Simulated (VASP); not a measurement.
A run of VASP 6.6.1 is set up as follows.

INCAR

```
PREC = Accurate
ENCUT = 520
EDIFF = 1E-7
ISMEAR = 1
SIGMA = 1.0
LREAL = False
LASPH = True
NELM = 100
ALGO = Normal
ISIF = 2
LWAVE = False
LCHARG = False
GGA = PE
NBANDS = 10
```

The input KPOINTS:

```
Automatic mesh
0
Gamma
  9 9 9
```

Contents of POSCAR:

```
K
1.0
   -2.6417142217      2.6417142217      2.6417142217
    2.6417142217     -2.6417142217      2.6417142217
    2.6417142217      2.6417142217     -2.6417142217
K
1
Direct
    0.0000000000      0.0000000000      0.0000000000
```

Potentials or basis: VASP PAW PBE potentials, release 64 (K_sv).

The run is started by

```console
$ cat potpaw_PBE.64/K_sv/POTCAR > POTCAR
$ mpirun -np 1 vasp_std > vasp.out
```

Estimate the band gap on the k mesh.

zero (an odd number of electrons rules out a gap without spin polarisation).

Estimate the pressure.

0.0 GPa.

Caveat: so wide a smearing shifts energies and pressures.
